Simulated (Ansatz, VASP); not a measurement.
**Si2Mo in VASP and in Ansatz**

```xyz
9
Lattice="3.0806 0.0000 0.0000 0.0000 3.0806 0.0000 0.0000 0.0000 34.6054" Properties=species:S:1:pos:R:3 pbc="T T T"
Si    1.5403    1.5403   16.6027
Si    1.5403    1.5403   19.1951
Si    3.0806    0.0000   20.5421
Si    3.0806    0.0000   23.1847
Si    1.5403    1.5403   24.5168
Si    1.5403    1.5403   27.0966
Mo    0.0000    3.0806   17.8776
Mo    1.5403    1.5403   21.8524
Mo    3.0806    0.0000   25.7925
```

Alike in both runs: task single point; functional PBEsol; k mesh 11 × 11 × 1; occupations gaussian, width 0.1 eV; no spin polarisation.

```csv
,VASP,Ansatz
version,VASP 6.6.1,Ansatz 0.2.0
potentials or method,"VASP PAW PBE potentials, release 64 (Si, Mo_sv), cutoff 520 eV","scalar-relativistic, plane waves, PAW"
valence electrons in the cell,66,66
```

|  | VASP | Ansatz | Ansatz less VASP |
| --- | --- | --- | --- |
| gap on the k mesh at the Fermi level (eV) | none | none | - |
| rms of the force components (eV/Å) | 0.107 | 0.105 | -0.0023 |
| work function, face that differs most (eV) | 4.47 | 4.46 | -0.008 |

VASP's potentials were made for PBE, not for PBEsol. A gap of «none» marks a metal or a gap that the smearing closes. With one functional, cell and mesh, what is left measures potentials, basis and numerics. Ansatz's warnings: structure snapped to symmetry.
